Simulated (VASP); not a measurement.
BN:

```xyz
4
Lattice="2.5439 0.0000 0.0000 -1.2720 2.2031 0.0000 0.0000 0.0000 4.3761" Properties=species:S:1:pos:R:3 pbc="T T T"
B     0.0000    1.4688   -0.0043
B     1.2720    0.7344    2.1838
N     0.0000    1.4688    1.6453
N     1.2720    0.7344    3.8334
```

This cell differs from its parent crystal: uniaxial z strain +4.0%.

Base run:

```yaml
Program: VASP 6.6.1
Functional: r2SCAN
Potentials_or_basis: VASP PAW PBE potentials, release 64 (B, N)
Cutoff: 520 eV
k_mesh: 12 × 12 × 6
Occupations: gaussian, width 0.01 eV
Spin: no spin polarisation
```

Its results: band gap on the k mesh 5.79 eV, indirect (least direct gap 7.71 eV); pressure -12.3 GPa; largest force 0.012 eV/Å.

Task: The run is repeated on the same cell with these changes: functional from r2SCAN to PBE; k mesh from 12 × 12 × 6 to 6 × 6 × 4. What comes out?

Result: Band gap on the k mesh 5.27 eV, indirect (least direct gap 7.08 eV); pressure -8.4 GPa; largest force 0.065 eV/Å.

Several settings changed at once, so the effect can't be laid on one alone.

Caveats: some runs use coarse meshes; the PAW data sets were made with another functional, which shifts forces and pressure a little (some runs).

A k mesh can miss the band edges.
